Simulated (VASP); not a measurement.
# Zr4AgSe3 (P-6m2) in VASP: single point with PBE

Aim: the single point of Zr4AgSe3 with PBE.

Program: VASP 6.6.1. These are calculated values, not measurements. Logs are shortened: lines on timing, memory, paths and dates and some standing lists are left out, and cuts for length are marked.

### 1 The cell of the first run

Symmetry: P-6m2, No. 187, hexagonal system. The conventional cell has a = 3.500 Å, b = 3.500 Å, c = 15.537 Å, α = 90.00°, β = 90.00°, γ = 120.00°. Within 3.8 Å of Zr (site symmetry 3m) lie 3 Se at 2.73 Å and 3 Ag at 2.98 Å and 7 Zr at 3.50 to 3.71 Å. Within 3.8 Å of Zr (site symmetry 3m) lie 6 Se at 2.75 to 2.76 Å and 8 Zr at 3.50 to 3.73 Å. Ag (site symmetry -6m2) has 6 Zr at 2.98 Å and 6 Ag at 3.50 Å within 3.9 Å. Se (site symmetry -6m2) has 6 Zr at 2.75 Å and 6 Se at 3.50 Å within 3.6 Å. Se (site symmetry 3m) has 6 Zr at 2.73 to 2.76 Å and 6 Se at 3.50 Å within 3.6 Å.

The cell was generated, and may not be a known phase.

### 2 Single point, PBE

INCAR

```
ALGO     = Fast           # electronic algorithm
EDIFF    = 1E-7           # SCF threshold, eV
ENCUT    = 520            # plane-wave cutoff, eV
GGA      = PE             # functional
ISIF     = 2              # what is computed and relaxed
ISMEAR   = 0              # smearing method
LASPH    = T              # aspherical terms in the spheres
LCHARG   = F              # write CHGCAR
LREAL    = F              # projectors in reciprocal space
LWAVE    = F              # write WAVECAR
NBANDS   = 48             # bands
NELM     = 100            # most SCF steps
PREC     = Accurate       # precision mode
SIGMA    = 0.2            # smearing width, eV
```

KPOINTS

```
k-points
0
Gamma
  5 5 2
```

POSCAR

```
Zr4AgSe3
1.0
    3.5004504563     -0.0000000025      0.0000000000
   -1.7502252260      3.0314790211      0.0000000000
    0.0000000000      0.0000000000     15.5370858385
Zr Ag Se
4 1 3
Direct
    0.3333333333      0.6666666667      0.1408570485
    0.3333333333      0.6666666667      0.6200468548
    0.3333333333      0.6666666667      0.3799531452
    0.3333333333      0.6666666667      0.8591429515
    0.0000000000      0.0000000000      0.0000000000
    0.0000000000      0.0000000000      0.5000000000
    0.6666666667      0.3333333333      0.2587982749
    0.6666666667      0.3333333333      0.7412017251
```

Potentials or basis: VASP PAW PBE potentials, release 64 (Zr_sv, Ag, Se).

Command:

```
$ cat potpaw_PBE.64/Zr_sv/POTCAR potpaw_PBE.64/Ag/POTCAR potpaw_PBE.64/Se/POTCAR > POTCAR
$ mpirun -np 1 vasp_std > vasp.out
```

OUTCAR:

```text
EDIFF = 1E-7
   ENCUT = 520
   GGA = PE
   ISIF = 2
   ISMEAR = 0
   LASPH = T
   LREAL = F
   NELM = 100
   PREC = Accurate

 ion  position               nearest neighbor table
   1  0.333  0.667  0.141-   7 2.73   7 2.73   7 2.73   5 2.98   5 2.98   5 2.98   3 3.71
   2  0.333  0.667  0.620-   6 2.75   6 2.75   6 2.75   8 2.76   8 2.76   8 2.76   4 3.71   3 3.73

   3  0.333  0.667  0.380-   6 2.75   6 2.75   6 2.75   7 2.76   7 2.76   7 2.76   1 3.71   2 3.73

   4  0.333  0.667  0.859-   8 2.73   8 2.73   8 2.73   5 2.98   5 2.98   5 2.98   2 3.71
   5  0.000  0.000  0.000-   1 2.98   4 2.98   1 2.98   4 2.98   1 2.98   4 2.98
   6  0.000  0.000  0.500-   2 2.75   3 2.75   2 2.75   3 2.75   2 2.75   3 2.75
   7  0.667  0.333  0.259-   1 2.73   1 2.73   1 2.73   3 2.76   3 2.76   3 2.76
   8  0.667  0.333  0.741-   4 2.73   4 2.73   4 2.73   2 2.76   2 2.76   2 2.76

  LATTYP: Found a hexagonal cell.
 ALAT       =     3.5004504563
 C/A-ratio  =     4.4385961271

  Lattice vectors:

 A1 = (   3.5004504563,  -0.0000000025,   0.0000000000)
 A2 = (  -1.7502252260,   3.0314790211,   0.0000000000)
 A3 = (   0.0000000000,   0.0000000000,  15.5370858385)

Analysis of symmetry for initial positions (statically):
=====================================================================
 Subroutine PRICEL returns:
 Original cell was already a primitive cell.

 Routine SETGRP: Setting up the symmetry group for a
 hexagonal supercell.

 Subroutine GETGRP returns: Found 12 space group operations
 (whereof 12 operations were pure point group operations)
 out of a pool of 24 trial point group operations.

The static configuration has the point symmetry D_3h.

Analysis of symmetry for dynamics (positions and initial velocities):
=====================================================================
 Subroutine PRICEL returns:
 Original cell was already a primitive cell.

 Routine SETGRP: Setting up the symmetry group for a
 hexagonal supercell.

 Subroutine GETGRP returns: Found 12 space group operations
 (whereof 12 operations were pure point group operations)
 out of a pool of 24 trial point group operations.

The dynamic configuration has the point symmetry D_3h.

 Subroutine INISYM returns: Found 12 space group operations
 (whereof 12 operations are pure point group operations),
 and found     1 'primitive' translations

----------------------------------------------------------------------------------------

                                     Primitive cell

  volume of cell :     164.8724

  direct lattice vectors                    reciprocal lattice vectors
     3.500450456 -0.000000003  0.000000000     0.285677519  0.164935992  0.000000000
    -1.750225226  3.031479021  0.000000000     0.000000000  0.329871984  0.000000000
     0.000000000  0.000000000 15.537085838     0.000000000  0.000000000  0.064362134

  length of vectors
     3.500450456  3.500450456 15.537085838     0.329871984  0.329871984  0.064362134

  position of ions in fractional coordinates (direct lattice)
     0.333333333  0.666666667  0.140857049
     0.333333333  0.666666667  0.620046855
     0.333333333  0.666666667  0.379953145
     0.333333333  0.666666667  0.859142951
     0.000000000  0.000000000  0.000000000
     0.000000000  0.000000000  0.500000000
     0.666666667  0.333333333  0.258798275
     0.666666667  0.333333333  0.741201725

  ion indices of the primitive-cell ions
   primitive index   ion index
                 1           1
                 2           2
                 3           3
                 4           4
                 5           5
                 6           6
                 7           7
                 8           8

----------------------------------------------------------------------------------------

 KPOINTS: k-points

Automatic generation of k-mesh.
 Grid dimensions read from file:
 generate k-points for:    5    5    2

 Generating k-lattice:

  Cartesian coordinates                     Fractional coordinates (reciprocal lattice)
     0.057135504  0.032987198  0.000000000     0.200000000 -0.000000000  0.000000000
     0.000000000  0.065974397  0.000000000    -0.000000000  0.200000000  0.000000000
     0.000000000  0.000000000  0.032181067     0.000000000  0.000000000  0.500000000

  Length of vectors
     0.065974397  0.065974397  0.032181067

  Shift w.r.t. Gamma in fractional coordinates (k-lattice)
     0.000000000  0.000000000  0.000000000

 Subroutine IBZKPT returns following result:
 ===========================================

 Found     10 irreducible k-points:

 Following reciprocal coordinates:
            Coordinates               Weight
  0.000000  0.000000  0.000000      1.000000
  0.200000  0.000000  0.000000      6.000000
  0.400000  0.000000  0.000000      6.000000
  0.200000  0.200000  0.000000      6.000000
  0.400000  0.200000  0.000000      6.000000
  0.000000  0.000000  0.500000      1.000000
  0.200000  0.000000  0.500000      6.000000
  0.400000  0.000000  0.500000      6.000000
  0.200000  0.200000  0.500000      6.000000
  0.400000  0.200000  0.500000      6.000000
   k-points           NKPTS =     10   k-points in BZ     NKDIM =     10   number of bands    NBANDS=     48
   number of dos      NEDOS =    301   number of ions     NIONS =      8
   total plane-waves  NPLWV =  94080
   dimension x,y,z NGX =    28 NGY =   28 NGZ =  120
   dimension x,y,z NGXF=    56 NGYF=   56 NGZF=  240
   ions per type =               4   1   3
   NGX,Y,Z   is equivalent  to a cutoff of  13.30, 13.30, 12.84 a.u.
   NGXF,Y,Z  is equivalent  to a cutoff of  26.60, 26.60, 25.68 a.u.
 SYSTEM =  unknown system
   PREC   = accura    normal or accurate (medium, high low for compatibility)
   ISTART =      0    job   : 0-new  1-cont  2-samecut
   ICHARG =      2    charge: 1-file 2-atom 10-const
   ISPIN  =      1    spin polarized calculation?
   LNONCOLLINEAR =      F non collinear calculations
   LSORBIT =      F    spin-orbit coupling
   LASPH  =      T    aspherical Exc in radial PAW
   ENCUT  =  520.0 eV  38.22 Ry    6.18 a.u.   6.51  6.51 28.89*2*pi/ulx,y,z
   NELM   =    100;   NELMIN=  2; NELMDL= -5     # of ELM steps
   EDIFF  = 0.1E-06   stopping-criterion for ELM
   LREAL  =      F    real-space projection
   EDIFFG = 0.1E-05   stopping-criterion for IOM
   NSW    =      0    number of steps for IOM
   IBRION =     -1    ionic relax: 0-MD 1-quasi-New 2-CG
   NFREE  =      0    steps in history (QN), initial steepest desc. (CG)
   ISIF   =      2    stress and relaxation
   ISYM   =      2    0-nonsym 1-usesym 2-fastsym
   POTIM  = 0.5000    time-step for ionic-motion
   TEBEG  =    0.0;   TEEND  =   0.0 temperature during run
   PSTRESS=    0.0 pullay stress
   NELECT =      77.0000    total number of electrons
   NUPDOWN=      -1.0000    fix difference up-down
   EMIN   =  10.00;   EMAX   =-10.00  energy-range for DOS
   EFERMI =   0.00;   METHOD = LEGACY
   ISMEAR =     0;   SIGMA  =   0.20  broadening in eV -4-tet -1-fermi 0-gaus
   EFERMI_NEDOS =   21; number of points for ismear=-14 and -15
   IALGO  =     68    algorithm
   IMIX   =      4    mixing-type and parameters
     AMIX     =   0.40;   BMIX     =  1.00
     AMIX_MAG =   1.60;   BMIX_MAG =  1.00
  volume/ion in A,a.u.               =      20.61       139.08
  Fermi-wavevector in a.u.,A,eV,Ry     =   1.270152  2.400239 21.950092  1.613286
  Thomas-Fermi vector in A             =   2.403155
   LORBIT       =      0    0 simple, 1 ext, 2 COOP (PROOUT), +10 PAW based schemes
   GGA     = PE    functional components
   LHFCALC =     F    Hartree Fock is set to
   AEXX    =    0.0000 exact exchange contribution
   IVDW    =     0    specifies the selected vdW correction
   LEPSILON=     F    determine dielectric tensor
   LRPA    =     F    only Hartree local field effects (RPA)
 non-spin polarized calculation
 RMM-DIIS sequential band-by-band and
 Gauss-broadening in eV      SIGMA  =   0.20
  energy-cutoff  :      520.00
  volume of cell :      164.87
 maximum number of plane-waves:      4497
 NGX is ok and might be reduce to    28
   NGX = 13   NGY = 13   NGZ = 57

 number of electron      77.0000002 magnetization

 Free energy of the ion-electron system (eV)
  ---------------------------------------------------
  ext. energy  EPLUGINS =         0.00000000
  ---------------------------------------------------
  free energy    TOTEN  =       -54.53355547 eV

  energy without entropy =      -54.39307873  energy(sigma->0) =      -54.46331710

 E-fermi :   8.6564     XC(G=0): -11.1028

 val. band max:        8.6362949133   @ k =   0.4000   0.0000   0.5000
 cond. band min:       8.6767941401   @ k =   0.4000   0.2000   0.0000
 fundamental gap:      0.0404992268
 Fermi energy:         8.6563683049

 k-point     1 :       0.0000    0.0000    0.0000
  band No.  band energies     occupation
      1     -40.7722      2.00000
      2     -40.7716      2.00000
      3     -40.7145      2.00000
      4     -40.7100      2.00000
      5     -19.0351      2.00000
      6     -18.9887      2.00000
[... 40 lines left out ...]
     47      10.0107      0.00000
     48      10.7500      0.00000

 k-point     2 :       0.2000    0.0000    0.0000
  band No.  band energies     occupation
      1     -40.7612      2.00000
      2     -40.7608      2.00000
      3     -40.7029      2.00000
      4     -40.6985      2.00000
      5     -19.0006      2.00000
      6     -18.9627      2.00000
[... 40 lines left out ...]
     47      10.3877      0.00000
     48      10.7587      0.00000

 k-point     3 :       0.4000    0.0000    0.0000
  band No.  band energies     occupation
      1     -40.7435      2.00000
      2     -40.7432      2.00000
      3     -40.6840      2.00000
      4     -40.6799      2.00000
      5     -18.9507      2.00000
      6     -18.9274      2.00000
[... 40 lines left out ...]
     47      11.2943      0.00000
     48      11.4604      0.00000

 k-point     4 :       0.2000    0.2000    0.0000
  band No.  band energies     occupation
      1     -40.7469      2.00000
      2     -40.7466      2.00000
      3     -40.6876      2.00000
      4     -40.6835      2.00000
      5     -18.9559      2.00000
      6     -18.9291      2.00000
[... 40 lines left out ...]
     47      11.2343      0.00000
     48      11.4781      0.00000

 k-point     5 :       0.4000    0.2000    0.0000
  band No.  band energies     occupation
      1     -40.7380      2.00000
      2     -40.7378      2.00000
      3     -40.6782      2.00000
      4     -40.6742      2.00000
      5     -18.9309      2.00000
      6     -18.9174      2.00000
[... 40 lines left out ...]
     47      11.3321      0.00000
     48      11.7253      0.00000

 k-point     6 :       0.0000    0.0000    0.5000
  band No.  band energies     occupation
      1     -40.7722      2.00000
      2     -40.7716      2.00000
      3     -40.7145      2.00000
      4     -40.7100      2.00000
      5     -19.0292      2.00000
      6     -19.0003      2.00000
[... 40 lines left out ...]
     47       9.7113      0.00000
     48      10.7780      0.00000

 k-point     7 :       0.2000    0.0000    0.5000
  band No.  band energies     occupation
      1     -40.7612      2.00000
      2     -40.7608      2.00000
      3     -40.7029      2.00000
      4     -40.6985      2.00000
      5     -18.9951      2.00000
      6     -18.9725      2.00000
[... 40 lines left out ...]
     47      10.2856      0.00000
     48      10.5153      0.00000

 k-point     8 :       0.4000    0.0000    0.5000
  band No.  band energies     occupation
      1     -40.7435      2.00000
      2     -40.7432      2.00000
      3     -40.6840      2.00000
      4     -40.6799      2.00000
      5     -18.9471      2.00000
      6     -18.9320      2.00000
[... 40 lines left out ...]
     47      11.5737      0.00000
     48      11.6632      0.00000

 k-point     9 :       0.2000    0.2000    0.5000
  band No.  band energies     occupation
      1     -40.7469      2.00000
      2     -40.7466      2.00000
      3     -40.6876      2.00000
      4     -40.6835      2.00000
      5     -18.9511      2.00000
      6     -18.9364      2.00000
[... 40 lines left out ...]
     47      11.1411      0.00000
     48      11.5290      0.00000

 k-point    10 :       0.4000    0.2000    0.5000
  band No.  band energies     occupation
      1     -40.7380      2.00000
      2     -40.7378      2.00000
      3     -40.6782      2.00000
      4     -40.6742      2.00000
      5     -18.9278      2.00000
      6     -18.9157      2.00000
[... 40 lines left out ...]
     47      11.3371      0.00000
     48      11.6689      0.00000

------------------------ aborting loop because EDIFF is reached ----------------------------------------

  FORCE on cell =-STRESS in cart. coord.  units (eV):
  Direction    XX          YY          ZZ          XY          YZ          ZX
  --------------------------------------------------------------------------------------
  -------------------------------------------------------------------------------------
  Total        0.2039960      0.2039960      0.1519277     -0.0000000      0.0000000      0.0000000
  in kB        1.9823677      1.9823677      1.4763849     -0.0000000      0.0000000      0.0000000
  external PRESSURE =       1.8137068 kB  Pullay stress =       0.0000000 kB

 VOLUME and BASIS-vectors are now :
 -----------------------------------------------------------------------------
  energy-cutoff  :      520.00
  volume of cell :      164.87
      direct lattice vectors                 reciprocal lattice vectors
     3.500450456 -0.000000003  0.000000000     0.285677519  0.164935992  0.000000000
    -1.750225226  3.031479021  0.000000000     0.000000000  0.329871984  0.000000000
     0.000000000  0.000000000 15.537085838     0.000000000  0.000000000  0.064362134

 POSITION                                       TOTAL-FORCE (eV/Angst)
 -----------------------------------------------------------------------------------
      0.00000      2.02099      2.18851         0.000000      0.000000     -0.001493
      0.00000      2.02099      9.63372        -0.000000     -0.000000      0.001930
      0.00000      2.02099      5.90336        -0.000000     -0.000000     -0.001930
      0.00000      2.02099     13.34858         0.000000      0.000000      0.001493
      0.00000      0.00000      0.00000         0.000000      0.000000      0.000000
      0.00000      0.00000      7.76854         0.000000      0.000000      0.000000
      1.75023      1.01049      4.02097         0.000000      0.000000     -0.003502
      1.75023      1.01049     11.51611         0.000000      0.000000      0.003502
 -----------------------------------------------------------------------------------
    total drift:                                0.000001     -0.000001     -0.000000

  FREE ENERGIE OF THE ION-ELECTRON SYSTEM (eV)
  ---------------------------------------------------
  free  energy   TOTEN  =       -54.5335554659 eV

  energy  without entropy=      -54.3930787304  energy(sigma->0) =      -54.46331710
```

Wall time 6.5 min (1 thread of Oxide Virtual Turin-like, shared host); peak memory 0.29 GiB.

What came out:

- Free energy: -54.5336 eV
- Pressure: 0.2 GPa
- Largest force: 0.004 eV/Å
- Band gap on the k mesh: zero (an odd number of electrons rules out a gap without spin polarisation)

Forces on the atoms (eV/Å):
```
Zr   0.000  0.000 -0.001
Zr   0.000  0.000  0.002
Zr   0.000  0.000 -0.002
Zr   0.000  0.000  0.001
Ag   0.000  0.000  0.000
Se   0.000  0.000  0.000
Se   0.000  0.000 -0.004
Se   0.000  0.000  0.004
```

Levels at points of the mesh, in eV from the Fermi level:
```
           k point  band 35  band 36  band 37  band 38  band 39  band 40  band 41  band 42
(0.00, 0.00, 0.00)    -1.91    -1.57     0.16     0.27     0.27     0.28     0.63     0.63
(0.00, 0.00, 0.50)    -1.85    -1.00    -0.46     0.15     0.15     0.62     0.62     0.89
```

Caveat: the k points lie up to 0.41 Å⁻¹ apart, too coarse for converged energies and pressures of a metal.

The gap in the log of VASP goes by the Fermi energy; the results here count the filled bands.